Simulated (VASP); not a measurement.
Here is a VASP 6.6.1 calculation.

INCAR

```
ALGO = Normal
EDIFF = 1E-6
ENCUT = 520
ISIF = 2
ISMEAR = -1
LASPH = T
LCHARG = F
LREAL = F
LWAVE = F
NBANDS = 13
NELM = 80
PREC = Accurate
SIGMA = 0.1
```

File KPOINTS:

```
k-points
0
Gamma
  8 8 7
```

POSCAR

```
Mo
1.0
    2.7355100000      0.0000000000      0.0000000000
   -1.3677600000      2.3690200000      0.0000000000
    0.0000000000      0.0000000000      2.5551800000
Mo
1
Direct
    0.0000000000      0.0000000000      0.5000000000
```

Potentials or basis: VASP PAW LDA potentials, release 64 (Mo_sv).

Launch:

```bash
$ cat potpaw_LDA.64/Mo_sv/POTCAR > POTCAR
$ mpirun -np 1 vasp_std > vasp.out
```

(1) What does it give for the pressure?

(2) Predict the band gap on the k mesh.

Results:

(1) -7.9 GPa.

(2) zero (band 7 reaches 12.37 eV, above the bottom of band 8 at 10.53 eV).
